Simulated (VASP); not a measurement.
# SnSe (P6_3mc) in VASP: further runs, part 2 of 2

VASP 6.6.1. The steps go on from the part before.

## (5) Single point, PBE

This run uses another cell than the first one, of 35.04 Å³/atom.

Contents of INCAR:

```
ALGO = Normal
EDIFF = 1E-6
ENCUT = 520
GGA = PE
ISIF = 2
ISMEAR = 0
LASPH = T
LCHARG = F
LREAL = F
LWAVE = F
NBANDS = 28
NELM = 100
PREC = Accurate
SIGMA = 0.01
```

Contents of KPOINTS:

```
k-points
0
Gamma
  6 6 4
```

Contents of POSCAR:

```
SnSe
1.0
    5.1049273730      0.0000000000      0.0000000000
   -2.5524636865      4.4209967895      0.0000000000
    0.0000000000      0.0000000000      6.2109668043
Sn Se
2 2
Direct
    0.3333333333      0.6666666667     -0.0420214511
    0.6666666667      0.3333333333      0.4579785489
    0.3333333333      0.6666666667      0.4170214511
    0.6666666667      0.3333333333      0.9170214511
```

Potentials or basis: VASP PAW PBE potentials, release 64 (Sn_d, Se).

The run is started by

```bash
> cat potpaw_PBE.64/Sn_d/POTCAR potpaw_PBE.64/Se/POTCAR > POTCAR
> mpirun -np 1 vasp_std > vasp.out
```

OUTCAR:

```text
EDIFF = 1E-6
   ENCUT = 520
   GGA = PE
   ISIF = 2
   ISMEAR = 0
   LASPH = T
   LREAL = F
   NELM = 100
   PREC = Accurate

 ion  position               nearest neighbor table
   1  0.333  0.667  0.958-   3 2.85   4 2.96   4 2.96   4 2.96
   2  0.667  0.333  0.458-   4 2.85   3 2.96   3 2.96   3 2.96
   3  0.333  0.667  0.417-   1 2.85   2 2.96   2 2.96   2 2.96
   4  0.667  0.333  0.917-   2 2.85   1 2.96   1 2.96   1 2.96

  LATTYP: Found a hexagonal cell.
 ALAT       =     5.1049273730
 C/A-ratio  =     1.2166611492

  Lattice vectors:

 A1 = (   5.1049273730,   0.0000000000,   0.0000000000)
 A2 = (  -2.5524636865,   4.4209967895,   0.0000000000)
 A3 = (   0.0000000000,   0.0000000000,   6.2109668043)

Analysis of symmetry for initial positions (statically):
=====================================================================
 Subroutine PRICEL returns:
 Original cell was already a primitive cell.

 Routine SETGRP: Setting up the symmetry group for a
 hexagonal supercell.

 Subroutine GETGRP returns: Found 12 space group operations
 (whereof  6 operations were pure point group operations)
 out of a pool of 24 trial point group operations.

The static configuration has the point symmetry C_3v.
 The point group associated with its full space group is C_6v.

Analysis of symmetry for dynamics (positions and initial velocities):
=====================================================================
 Subroutine PRICEL returns:
 Original cell was already a primitive cell.

 Routine SETGRP: Setting up the symmetry group for a
 hexagonal supercell.

 Subroutine GETGRP returns: Found 12 space group operations
 (whereof  6 operations were pure point group operations)
 out of a pool of 24 trial point group operations.

The dynamic configuration has the point symmetry C_3v.
 The point group associated with its full space group is C_6v.

 Subroutine INISYM returns: Found 12 space group operations
 (whereof  6 operations are pure point group operations),
 and found     1 'primitive' translations

----------------------------------------------------------------------------------------

                                     Primitive cell

  volume of cell :     140.1745

  direct lattice vectors                    reciprocal lattice vectors
     5.104927373  0.000000000  0.000000000     0.195889173  0.113096667  0.000000000
    -2.552463686  4.420996790  0.000000000     0.000000000  0.226193333  0.000000000
     0.000000000  0.000000000  6.210966804     0.000000000  0.000000000  0.161005530

  length of vectors
     5.104927373  5.104927373  6.210966804     0.226193333  0.226193333  0.161005530

  position of ions in fractional coordinates (direct lattice)
     0.333333333  0.666666667  0.957978549
     0.666666667  0.333333333  0.457978549
     0.333333333  0.666666667  0.417021451
     0.666666667  0.333333333  0.917021451

  ion indices of the primitive-cell ions
   primitive index   ion index
                 1           1
                 2           2
                 3           3
                 4           4

----------------------------------------------------------------------------------------

 KPOINTS: k-points

Automatic generation of k-mesh.
 Grid dimensions read from file:
 generate k-points for:    6    6    4

 Generating k-lattice:

  Cartesian coordinates                     Fractional coordinates (reciprocal lattice)
     0.032648195  0.018849444  0.000000000     0.166666667  0.000000000  0.000000000
     0.000000000  0.037698889  0.000000000     0.000000000  0.166666667  0.000000000
     0.000000000  0.000000000  0.040251382     0.000000000  0.000000000  0.250000000

  Length of vectors
     0.037698889  0.037698889  0.040251382

  Shift w.r.t. Gamma in fractional coordinates (k-lattice)
     0.000000000  0.000000000  0.000000000

 Subroutine IBZKPT returns following result:
 ===========================================

 Found     21 irreducible k-points:

 Following reciprocal coordinates:
            Coordinates               Weight
  0.000000  0.000000  0.000000      1.000000
  0.166667  0.000000  0.000000      6.000000
  0.333333  0.000000  0.000000      6.000000
  0.500000  0.000000  0.000000      3.000000
  0.166667  0.166667  0.000000      6.000000
  0.333333  0.166667  0.000000     12.000000
[... 13 lines left out ...]
  0.333333  0.166667  0.500000     12.000000
  0.333333  0.333333  0.500000      2.000000
   k-points           NKPTS =     21   k-points in BZ     NKDIM =     21   number of bands    NBANDS=     28
   number of dos      NEDOS =    301   number of ions     NIONS =      4
   total plane-waves  NPLWV =  76800
   dimension x,y,z NGX =    40 NGY =   40 NGZ =   48
   dimension x,y,z NGXF=    80 NGYF=   80 NGZF=   96
   ions per type =               2   2
   NGX,Y,Z   is equivalent  to a cutoff of  13.03, 13.03, 12.85 a.u.
   NGXF,Y,Z  is equivalent  to a cutoff of  26.05, 26.05, 25.70 a.u.
 SYSTEM =  unknown system
   PREC   = accura    normal or accurate (medium, high low for compatibility)
   ISTART =      0    job   : 0-new  1-cont  2-samecut
   ICHARG =      2    charge: 1-file 2-atom 10-const
   ISPIN  =      1    spin polarized calculation?
   LNONCOLLINEAR =      F non collinear calculations
   LSORBIT =      F    spin-orbit coupling
   LASPH  =      T    aspherical Exc in radial PAW
   ENCUT  =  520.0 eV  38.22 Ry    6.18 a.u.   9.49  9.49 11.55*2*pi/ulx,y,z
   NELM   =    100;   NELMIN=  2; NELMDL= -5     # of ELM steps
   EDIFF  = 0.1E-05   stopping-criterion for ELM
   LREAL  =      F    real-space projection
   EDIFFG = 0.1E-04   stopping-criterion for IOM
   NSW    =      0    number of steps for IOM
   IBRION =     -1    ionic relax: 0-MD 1-quasi-New 2-CG
   NFREE  =      0    steps in history (QN), initial steepest desc. (CG)
   ISIF   =      2    stress and relaxation
   ISYM   =      2    0-nonsym 1-usesym 2-fastsym
   POTIM  = 0.5000    time-step for ionic-motion
   TEBEG  =    0.0;   TEEND  =   0.0 temperature during run
   PSTRESS=    0.0 pullay stress
   NELECT =      40.0000    total number of electrons
   NUPDOWN=      -1.0000    fix difference up-down
   EMIN   =  10.00;   EMAX   =-10.00  energy-range for DOS
   EFERMI =   0.00;   METHOD = LEGACY
   ISMEAR =     0;   SIGMA  =   0.01  broadening in eV -4-tet -1-fermi 0-gaus
   EFERMI_NEDOS =   21; number of points for ismear=-14 and -15
   IALGO  =     38    algorithm
   IMIX   =      4    mixing-type and parameters
     AMIX     =   0.40;   BMIX     =  1.00
     AMIX_MAG =   1.60;   BMIX_MAG =  1.00
  volume/ion in A,a.u.               =      35.04       236.49
  Fermi-wavevector in a.u.,A,eV,Ry     =   1.077801  2.036748 15.805270  1.161655
  Thomas-Fermi vector in A             =   2.213722
   LORBIT       =      0    0 simple, 1 ext, 2 COOP (PROOUT), +10 PAW based schemes
   GGA     = PE    functional components
   LHFCALC =     F    Hartree Fock is set to
   AEXX    =    0.0000 exact exchange contribution
   IVDW    =     0    specifies the selected vdW correction
   LEPSILON=     F    determine dielectric tensor
   LRPA    =     F    only Hartree local field effects (RPA)
 non-spin polarized calculation
 Gauss-broadening in eV      SIGMA  =   0.01
  energy-cutoff  :      520.00
  volume of cell :      140.17
 maximum number of plane-waves:      3828
 NGX is ok and might be reduce to    40
   NGX = 19   NGY = 19   NGZ = 23

 number of electron      40.0000002 magnetization

 Free energy of the ion-electron system (eV)
  ---------------------------------------------------
  ext. energy  EPLUGINS =         0.00000000
  ---------------------------------------------------
  free energy    TOTEN  =       -16.03317630 eV

  energy without entropy =      -16.03317630  energy(sigma->0) =      -16.03317630

 E-fermi :   3.6224     XC(G=0):  -8.1959

 val. band max:        3.5358670183   @ k =   0.3333   0.3333   0.5000
 cond. band min:       4.3552969986   @ k =   0.3333   0.3333   0.5000
 fundamental gap:      0.8194299803
 Fermi energy:         3.6223557299

 k-point     1 :       0.0000    0.0000    0.0000
  band No.  band energies     occupation
      1     -18.1810      2.00000
      2     -18.1777      2.00000
      3     -18.1777      2.00000
      4     -18.1776      2.00000
      5     -18.1776      2.00000
      6     -18.1659      2.00000
[... 20 lines left out ...]
     27       8.9236      0.00000
[... 598 lines left out ...]
      6     -18.1682      2.00000
[... 20 lines left out ...]
     27       9.2211      0.00000
     28       9.2211      0.00000

------------------------ aborting loop because EDIFF is reached ----------------------------------------

  FORCE on cell =-STRESS in cart. coord.  units (eV):
  Direction    XX          YY          ZZ          XY          YZ          ZX
  --------------------------------------------------------------------------------------
  -------------------------------------------------------------------------------------
  Total       -0.0026827     -0.0026827      0.0191996      0.0000000      0.0000000      0.0000000
  in kB       -0.0306627     -0.0306627      0.2194491      0.0000000      0.0000000      0.0000000
  external PRESSURE =       0.0527079 kB  Pullay stress =       0.0000000 kB

 VOLUME and BASIS-vectors are now :
 -----------------------------------------------------------------------------
  energy-cutoff  :      520.00
  volume of cell :      140.17
      direct lattice vectors                 reciprocal lattice vectors
     5.104927373  0.000000000  0.000000000     0.195889173  0.113096667  0.000000000
    -2.552463686  4.420996790  0.000000000     0.000000000  0.226193333  0.000000000
     0.000000000  0.000000000  6.210966804     0.000000000  0.000000000  0.161005530

 POSITION                                       TOTAL-FORCE (eV/Angst)
 -----------------------------------------------------------------------------------
     -0.00000      2.94733      5.94997         0.000000     -0.000000     -0.008003
      2.55246      1.47367      2.84449        -0.000000      0.000000     -0.008003
     -0.00000      2.94733      2.59011         0.000000     -0.000000      0.008003
      2.55246      1.47367      5.69559         0.000000     -0.000000      0.008003
 -----------------------------------------------------------------------------------
    total drift:                               -0.000000      0.000000     -0.000276

  FREE ENERGIE OF THE ION-ELECTRON SYSTEM (eV)
  ---------------------------------------------------
  free  energy   TOTEN  =       -16.0331762969 eV

  energy  without entropy=      -16.0331762969  energy(sigma->0) =      -16.03317630
```

stdout:

```text
POSCAR found type information on POSCAR SnSe
 POSCAR found :  2 types and       4 ions
 scaLAPACK will be used
 LDA part: xc-table for (Slater+PW92), standard interpolation
 POSCAR, INCAR and KPOINTS ok, starting setup
 FFT: planning ... GRIDC
 FFT: planning ... GRID_SOFT
 FFT: planning ... GRID
 WAVECAR not read
 entering main loop
```

Wall time 2.1 min (1 thread of AMD EPYC 7R43 (Zen 3), shared host); peak memory 0.25 GiB.

Results:

* Free energy: -16.0332 eV
* Pressure: 0.0 GPa
* Largest force: 0.008 eV/Å
* Band gap on the k mesh: 0.82 eV

Forces on the atoms (eV/Å):
```
Sn   0.000  0.000 -0.008
Sn   0.000  0.000 -0.008
Se   0.000  0.000  0.008
Se   0.000  0.000  0.008
```

Caveat: spin-orbit coupling is left out, which moves the levels of the heavy elements.

## (6) The runs side by side

```tsv
cell	gap on the mesh (eV)	pressure (GPa)	largest force (eV/Å)
a = 5.001, b = 5.001, c = 6.084 Å, angles 90.0, 90.0, 120.0°, 4 atoms, atomic positions A	0.71	2.5	0.15
a = 5.053, b = 5.053, c = 6.148 Å, angles 90.0, 90.0, 120.0°, 4 atoms, atomic positions A	0.77	1.2	0.07
a = 5.075, b = 5.075, c = 6.174 Å, angles 90.0, 90.0, 120.0°, 4 atoms, atomic positions B	0.88	0.9	0.11
a = 5.105, b = 5.105, c = 6.211 Å, angles 90.0, 90.0, 120.0°, 4 atoms, atomic positions A	0.82	0.0	0.01
```

Alike in all rows: task single point; level PBE; potentials or basis VASP PAW PBE potentials, release 64 (Sn_d, Se); no spin polarisation; k mesh 6 × 6 × 4; cutoff (eV) 520; smearing gaussian 0.01 eV.

Caveats: spin-orbit coupling is left out, which moves the levels of the heavy elements.

Total energies depend on the potentials used, so only differences within one code and one set of settings carry meaning.
